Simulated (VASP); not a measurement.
# EuS (Fm-3m) in VASP: further runs

EuS is run at these levels: PBE+U; tasks: single point.

All numbers are computed with VASP 6.6.1; they aren't measurements. Logs are shortened: lines on timing, memory, paths and dates and some standing lists are left out, and cuts for length are marked.

## Step 1: The cell of the first run

Symmetry: Fm-3m, No. 225, cubic system. Conventional cell: a = 5.986 Å, b = 5.986 Å, c = 5.986 Å, α = 90.00°, β = 90.00°, γ = 90.00°. Eu (site symmetry m-3m) has 6 S at 2.99 Å within 3.9 Å. Within 3.9 Å of S (site symmetry m-3m) lie 6 Eu at 2.99 Å.

## Step 2: Single point, PBE+U, collinear spin, ferromagnetic start

INCAR

```
ALGO = Normal ; EDIFF = 1E-6
ENCUT = 600 ; GGA = PE
GGA_COMPAT = F ; ISIF = 2
ISMEAR = 0 ; ISPIN = 2
LASPH = T ; LCHARG = F
LDAU = T ; LDAUJ = 0 0
LDAUL = 3 -1 ; LDAUPRINT = 1
LDAUTYPE = 2 ; LDAUU = 6 0
LMAXMIX = 6 ; LORBIT = 11
LREAL = F ; LWAVE = F
MAGMOM = 7.56 0 ; NBANDS = 22
NELM = 200 ; PREC = Accurate
SIGMA = 0.05
```

KPOINTS

```
k-points
0
Gamma
  5 5 5
```

POSCAR

```
EuS
1.0
    4.2330618779      0.0000000000      0.0000000000
   -2.1165309389      3.6659391220      0.0000000000
    2.1165309389      1.2219797073      3.4562805501
Eu S
1 1
Direct
    0.0000000000      0.5000000000      0.5000000000
    0.0000000000      0.0000000000      0.0000000000
```

Potentials or basis: VASP PAW PBE potentials, release 64 (Eu, S).

Started as:

```
cat potpaw_PBE.64/Eu/POTCAR potpaw_PBE.64/S/POTCAR > POTCAR
mpirun -np 1 vasp_std > vasp.out
```

OUTCAR:

```text
EDIFF = 1E-6
   ENCUT = 600
   GGA = PE
   ISIF = 2
   ISMEAR = 0
   ISPIN = 2
   LASPH = T
   LORBIT = 11
   LREAL = F
   NELM = 200
   PREC = Accurate

 ion  position               nearest neighbor table
   1  0.000  0.500  0.500-   2 2.99   2 2.99   2 2.99   2 2.99   2 2.99   2 2.99
   2  0.000  0.000  0.000-   1 2.99   1 2.99   1 2.99   1 2.99   1 2.99   1 2.99

  LATTYP: Found a face centered cubic cell.
 ALAT       =     5.9864535181

  Lattice vectors:

 A1 = (  -4.2330618779,   0.0000000000,   0.0000000000)
 A2 = (  -2.1165309390,   1.2219797073,   3.4562805501)
 A3 = (  -2.1165309389,   3.6659391220,   0.0000000000)

Analysis of symmetry for initial positions (statically):
=====================================================================
 Subroutine PRICEL returns:
 Original cell was already a primitive cell.

 Routine SETGRP: Setting up the symmetry group for a
 face centered cubic supercell.

 Subroutine GETGRP returns: Found 48 space group operations
 (whereof 48 operations were pure point group operations)
 out of a pool of 48 trial point group operations.

The static configuration has the point symmetry O_h .

Analysis of symmetry for dynamics (positions and initial velocities):
=====================================================================
 Subroutine PRICEL returns:
 Original cell was already a primitive cell.

 Routine SETGRP: Setting up the symmetry group for a
 face centered cubic supercell.

 Subroutine GETGRP returns: Found 48 space group operations
 (whereof 48 operations were pure point group operations)
 out of a pool of 48 trial point group operations.

The dynamic configuration has the point symmetry O_h .

Analysis of structural, dynamic, and magnetic symmetry:
=====================================================================
 Subroutine PRICEL returns:
 Original cell was already a primitive cell.
[... 171 lines left out ...]
  o =  0.9749  v =  0.4664 -0.6030  0.1694  0.4171  0.2697 -0.3788 -0.0000  0.0000  0.0000  0.0000  0.0000  0.0000  0.0000  0.0000      0.0000  0.0000  0.0000  0.0000  0.0000  0.0000  0.0000  0.0000  0.0000  0.0000  0.0000  0.0000  0.0000  0.0000
  o =  0.9756  v =  0.6667  0.0000 -0.0000 -0.7454  0.0000  0.0000  0.0000  0.0000  0.0000  0.0000  0.0000  0.0000  0.0000  0.0000      0.0000  0.0000  0.0000  0.0000  0.0000  0.0000  0.0000  0.0000  0.0000  0.0000  0.0000  0.0000  0.0000  0.0000
  o =  0.9765  v =  0.0000  0.0000 -0.9129  0.0000  0.0000 -0.4082 -0.0000  0.0000  0.0000  0.0000  0.0000  0.0000  0.0000  0.0000      0.0000  0.0000  0.0000  0.0000  0.0000  0.0000  0.0000  0.0000  0.0000  0.0000  0.0000  0.0000  0.0000  0.0000
  o =  0.9765  v = -0.0000  0.3990  0.0000 -0.0000  0.8921  0.0000  0.2122  0.0000  0.0000  0.0000  0.0000  0.0000  0.0000  0.0000      0.0000  0.0000  0.0000  0.0000  0.0000  0.0000  0.0000  0.0000  0.0000  0.0000  0.0000  0.0000  0.0000  0.0000
  o =  0.9765  v =  0.0000 -0.0866 -0.0000  0.0000 -0.1937 -0.0000  0.9772  0.0000  0.0000  0.0000  0.0000  0.0000  0.0000  0.0000      0.0000  0.0000  0.0000  0.0000  0.0000  0.0000  0.0000  0.0000  0.0000  0.0000  0.0000  0.0000  0.0000  0.0000

 number of electron      22.9999997 magnetization       7.0000036

 Free energy of the ion-electron system (eV)
  ---------------------------------------------------
  ext. energy  EPLUGINS =         0.00000000
  ---------------------------------------------------
  free energy    TOTEN  =       -19.14197172 eV

  energy without entropy =      -19.14197172  energy(sigma->0) =      -19.14197172

 E-fermi :   3.4636     XC(G=0):  -9.4834

 val. band max:        3.1116840275   @ k =   0.0000   0.0000   0.0000
 cond. band min:       3.7520544732   @ k =   0.4000   0.0000   0.0000
 fundamental gap:      0.6403704458
 Fermi energy:         3.4636433208

 spin component 1

 k-point     1 :       0.0000    0.0000    0.0000
  band No.  band energies     occupation
      1     -36.5099      1.00000
      2     -15.3947      1.00000
      3     -15.3947      1.00000
      4     -15.3947      1.00000
      5      -9.2032      1.00000
      6       1.1852      1.00000
[... 239 lines left out ...]
     21      10.3848      0.00000
     22      11.6381      0.00000
 Fermi energy:         3.4636433208

 spin component 2

 k-point     1 :       0.0000    0.0000    0.0000
  band No.  band energies     occupation
      1     -33.3697      1.00000
      2     -13.1177      1.00000
      3     -13.1177      1.00000
      4     -13.1177      1.00000
      5      -9.2132      1.00000
      6       1.6562      1.00000
[... 239 lines left out ...]
     21      13.1176      0.00000
     22      13.5258      0.00000

------------------------ aborting loop because EDIFF is reached ----------------------------------------

  FORCE on cell =-STRESS in cart. coord.  units (eV):
  Direction    XX          YY          ZZ          XY          YZ          ZX
  --------------------------------------------------------------------------------------
  -------------------------------------------------------------------------------------
  Total        0.1198278      0.1198278      0.1198278      0.0000000     -0.0000000     -0.0000000
  in kB        3.5794734      3.5794734      3.5794734      0.0000000     -0.0000000     -0.0000000
  external PRESSURE =       3.5794734 kB  Pullay stress =       0.0000000 kB

 VOLUME and BASIS-vectors are now :
 -----------------------------------------------------------------------------
  energy-cutoff  :      600.00
  volume of cell :       53.64
      direct lattice vectors                 reciprocal lattice vectors
     4.233061878  0.000000000  0.000000000     0.236235621  0.136390699 -0.192885577
    -2.116530939  3.665939122  0.000000000     0.000000000  0.272781398 -0.096442788
     2.116530939  1.221979707  3.456280550     0.000000000  0.000000000  0.289328365

 POSITION                                       TOTAL-FORCE (eV/Angst)
 -----------------------------------------------------------------------------------
      0.00000      2.44396      1.72814         0.000000     -0.000000      0.000000
      0.00000      0.00000      0.00000        -0.000000      0.000000      0.000000
 -----------------------------------------------------------------------------------
    total drift:                                0.000000      0.000000      0.000000

  FREE ENERGIE OF THE ION-ELECTRON SYSTEM (eV)
  ---------------------------------------------------
  free  energy   TOTEN  =       -19.1419717154 eV

  energy  without entropy=      -19.1419717154  energy(sigma->0) =      -19.14197172

 total charge

# of ion       s       p       d       f       tot
--------------------------------------------------
    1        2.029   5.788   0.236   6.831  14.885
    2        1.316   2.447   0.000   0.000   3.764
--------------------------------------------------
tot          3.345   8.236   0.236   6.831  18.648

 magnetization (x)

# of ion       s       p       d       f       tot
--------------------------------------------------
    1       -0.016  -0.118   0.043   6.814   6.723
    2       -0.006  -0.054   0.000   0.000  -0.060
--------------------------------------------------
tot         -0.022  -0.172   0.043   6.814   6.663
```

OSZICAR:

```text
N       E                     dE             d eps       ncg     rms          rms(c)
DAV:   1     0.155532831123E+03    0.15553E+03   -0.91399E+03  1240   0.461E+03
DAV:   2     0.123824793505E+02   -0.14315E+03   -0.12414E+03  1200   0.433E+02
DAV:   3    -0.101043782191E+02   -0.22487E+02   -0.22099E+02  1316   0.116E+02
DAV:   4    -0.134210400737E+02   -0.33167E+01   -0.33020E+01  1674   0.290E+01
DAV:   5    -0.135487914514E+02   -0.12775E+00   -0.12766E+00  1398   0.782E+00    0.295E+01
DAV:   6    -0.187897046081E+02   -0.52409E+01   -0.33001E+00  1416   0.362E+01    0.188E+01
DAV:   7    -0.190692909065E+02   -0.27959E+00   -0.30221E+00  1344   0.780E+01    0.116E+01
DAV:   8    -0.191169033474E+02   -0.47612E-01   -0.32579E-01  1592   0.507E+00    0.985E+00
DAV:   9    -0.191258280598E+02   -0.89247E-02   -0.17843E-02  1564   0.107E+00    0.666E+00
DAV:  10    -0.191375563441E+02   -0.11728E-01   -0.22804E-02  1358   0.343E+00    0.199E+00
DAV:  11    -0.191409197886E+02   -0.33634E-02   -0.40291E-03  1488   0.807E-01    0.686E-01
DAV:  12    -0.191417014613E+02   -0.78167E-03   -0.15138E-03  1540   0.653E-01    0.121E+00
DAV:  13    -0.191419153456E+02   -0.21388E-03   -0.26509E-04  1240   0.212E-01    0.194E-01
DAV:  14    -0.191419533080E+02   -0.37962E-04   -0.55213E-05  1638   0.666E-02    0.424E-02
DAV:  15    -0.191419670759E+02   -0.13768E-04   -0.11636E-05  1350   0.426E-02    0.448E-02
DAV:  16    -0.191419707183E+02   -0.36424E-05   -0.36153E-06  1384   0.194E-02    0.137E-02
DAV:  17    -0.191419717154E+02   -0.99707E-06   -0.82177E-07   998   0.640E-03
   1 F= -.19141972E+02 E0= -.19141972E+02  d E =-.240208E-17  mag=     7.0000
```

stdout:

```text
POSCAR found type information on POSCAR EuS
 POSCAR found :  2 types and       2 ions
 scaLAPACK will be used
 LDA part: xc-table for (Slater+PW92), standard interpolation
 POSCAR, INCAR and KPOINTS ok, starting setup
 FFT: planning ... GRIDC
 FFT: planning ... GRID_SOFT
 FFT: planning ... GRID
 WAVECAR not read
 entering main loop
```

Run time: 55 s. Hardware: 1 thread of Intel Xeon 8259CL, shared host; peak memory 0.25 GiB.

Results:

| Item | Value |
| --- | --- |
| Free energy | -19.1420 eV |
| Pressure | 0.4 GPa |
| Band gap on the k mesh | 0.64 eV, indirect (least direct gap 0.91 eV) |
| Net moment | 7.00 μB per cell |
| Site moments | Eu +6.72; S -0.06 μB |
| Valence electrons inside the program's atomic spheres | Eu 14.88; S 3.76 |

Levels at points of the mesh, in eV from the valence-band top:
Spin up:
```tsv
k point	band 13	band 14	band 15	band 16	band 17	band 18
(0.00, 0.00, 0.00)	0.00	0.00	0.00	2.01	2.40	2.40
```
Spin down:
| k point | band 5 | band 6 | band 7 | band 8 | band 9 | band 10 | band 11 | band 12 |
| --- | --- | --- | --- | --- | --- | --- | --- | --- |
| (0.00, 0.00, 0.00) | -12.32 | -1.46 | -1.46 | -1.46 | 2.44 | 3.04 | 3.04 | 3.04 |

Eigenvalues of the final occupation matrices:
```tsv
site	spin	trace	eigenvalues
site 1 f	1	6.83	0.97 0.97 0.97 0.98 0.98 0.98 0.98
site 1 f	2	0.01	0.00 0.00 0.00 0.00 0.00 0.00 0.00
```

Caveat: spin-orbit coupling is left out, which moves the levels of the heavy elements; a cell with one magnetic atom can't hold antiferromagnetic order, which such compounds often take. A k mesh can miss the band edges.

## Step 3: Single point, PBE+U, collinear spin, ferromagnetic start

INCAR

```
SYSTEM = EuS
PREC     = Accurate       ! precision mode
ENCUT    = 600            ! plane-wave cutoff, eV
EDIFF    = 1E-6           ! SCF threshold, eV
ISMEAR   = 0              ! smearing method
SIGMA    = 0.02           ! smearing width, eV
LREAL    = .FALSE.        ! projectors in reciprocal space
LASPH    = .TRUE.         ! aspherical terms in the spheres
NELM     = 200            ! most SCF steps
ALGO     = Normal         ! electronic algorithm
ISIF     = 2              ! what is computed and relaxed
LWAVE    = .FALSE.        ! write WAVECAR
LCHARG   = .FALSE.        ! write CHGCAR
ISPIN    = 2              ! spin polarisation
MAGMOM   = 7.55 0         ! initial moments
LORBIT   = 11             ! projections on sites
LMAXMIX  = 6              ! l up to which the mixer works
LDAU     = .TRUE.         ! DFT+U
LDAUTYPE = 2            
LDAUL    = 3 -1           ! shell
LDAUU    = 6 0            ! U, eV
LDAUJ    = 0 0          
LDAUPRINT= 1            
GGA      = PE             ! functional
NBANDS   = 22             ! bands
GGA_COMPAT= .FALSE.
```

KPOINTS

```
Automatic mesh
0
G
  8 8 8
  0 0 0
```

POSCAR

```
EuS
1.0
    0.0000000000      2.9932267590      2.9932267590
    2.9932267590      0.0000000000      2.9932267590
    2.9932267590      2.9932267590      0.0000000000
Eu S
1 1
Direct
    0.5000000000      0.5000000000      0.5000000000
    0.0000000000      0.0000000000      0.0000000000
```

Potentials or basis: VASP PAW PBE potentials, release 64 (Eu, S).

Started as:

```
cat potpaw_PBE.64/Eu/POTCAR potpaw_PBE.64/S/POTCAR > POTCAR
mpirun -np 1 vasp_std > vasp.out
```

Run time: 2.9 min. Hardware: 1 thread of Intel Xeon 8259CL, shared host; peak memory 0.29 GiB.

It converged, with:

| Quantity | Value |
| --- | --- |
| Free energy | -19.1455 eV |
| Pressure | 0.3 GPa |
| Band gap on the k mesh | 0.50 eV, indirect (least direct gap 0.77 eV) |
| Net moment | 7.00 μB per cell |
| Site moments | Eu +6.72; S -0.06 μB |
| Valence electrons inside the program's atomic spheres | Eu 14.88; S 3.76 |

Levels at points of the mesh, in eV from the valence-band top:
Spin up:
```
           k point  band 11  band 12  band 13  band 14  band 15  band 16  band 17  band 18  band 19  band 20
(0.00, 0.00, 0.00)    -0.56    -0.56     0.00     0.00     0.00     2.01     2.40     2.40     2.40     3.27
(0.50, 0.00, 0.00)    -0.66    -0.59    -0.59    -0.56    -0.56     4.10     4.52     5.01     5.01     7.82
(0.50, 0.50, 0.00)    -0.61    -0.61    -0.58    -0.27    -0.27     0.50     4.42     4.42     5.81     6.07
```
Spin down:
```csv
k point,band 5,band 6,band 7,band 8,band 9,band 10,band 11,band 12
"(0.00, 0.00, 0.00)",-12.32,-1.45,-1.45,-1.45,2.44,3.05,3.05,3.05
"(0.50, 0.00, 0.00)",-11.34,-4.00,-2.60,-2.60,4.26,5.20,5.98,5.98
"(0.50, 0.50, 0.00)",-11.99,-2.61,-1.82,-1.82,1.01,5.02,5.26,6.74
```

Eigenvalues of the final occupation matrices:
```tsv
site	spin	trace	eigenvalues
site 1 f	1	6.83	0.97 0.97 0.97 0.98 0.98 0.98 0.98
site 1 f	2	0.01	0.00 0.00 0.00 0.00 0.00 0.00 0.00
```

Caveat: spin-orbit coupling is left out, which moves the levels of the heavy elements; a cell with one magnetic atom can't hold antiferromagnetic order, which such compounds often take.
